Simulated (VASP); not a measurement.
Set up this calculation in VASP 6.6.1, as the native input.

```
Task                   : single point
Functional             : PBEsol
Potentials or basis    : VASP PAW PBE potentials, release 64 (Ru_pv)
Cutoff                 : 520 eV
k mesh                 : 14 × 14 × 8
Occupations            : fermi-dirac, width 0.03 eV
Spin                   : no spin polarisation
Dipole correction      : no
Further INCAR settings : ALGO = Normal; EDIFF = 1e-06; NBANDS = 21
```

The structure of Ru lies in POSCAR:

```
Ru
1.0
    2.7057993342      0.0000000000      0.0000000000
   -1.3528996671      2.3432909610      0.0000000000
    0.0000000000      0.0000000000      4.2390810000
Ru
2
Direct
    0.3333333333      0.6666666667      0.2500000000
    0.6666666667      0.3333333333      0.7500000000
```

This cell differs from its parent crystal: zz strain of -1 %.

These files were run (other wordings do the same):

INCAR

```
SYSTEM = Ru
ALGO     = Normal         ! electronic algorithm
EDIFF    = 1E-6           ! SCF threshold, eV
ENCUT    = 520            ! plane-wave cutoff, eV
GGA      = PS             ! functional
ISIF     = 2              ! what is computed and relaxed
ISMEAR   = -1             ! smearing method
LASPH    = .TRUE.         ! aspherical terms in the spheres
LCHARG   = .TRUE.         ! write CHGCAR
LELF     = .TRUE.         ! ELF
LREAL    = .FALSE.        ! projectors in reciprocal space
LVHAR    = .TRUE.       
LWAVE    = .FALSE.        ! write WAVECAR
NBANDS   = 21             ! bands
NELM     = 80             ! most SCF steps
PREC     = Accurate       ! precision mode
SIGMA    = 0.03           ! smearing width, eV
```

KPOINTS

```
k-points
0
G
  14 14 8
  0 0 0
```

Potentials or basis: VASP PAW PBE potentials, release 64 (Ru_pv).

The run is started by

```sh
$ cat potpaw_PBE.64/Ru_pv/POTCAR > POTCAR
$ mpirun -np 1 vasp_std > vasp.out
```

It gave:

```yaml
Pressure: -2.8 GPa
Band_gap_on_the_k_mesh: zero (band 14 reaches 14.50 eV, above the bottom of band 15 at 11.28 eV)
```

Caveat: the cell differs from its parent crystal (zz strain of -1 %); the PAW data sets were made with another functional, which shifts forces and pressure a little.

Run time: 44 s on 1 thread of Intel(R) Xeon(R) Platinum 8375C CPU @ 2.90GHz (Ice Lake), on a shared host, peak memory 0.17 GiB.
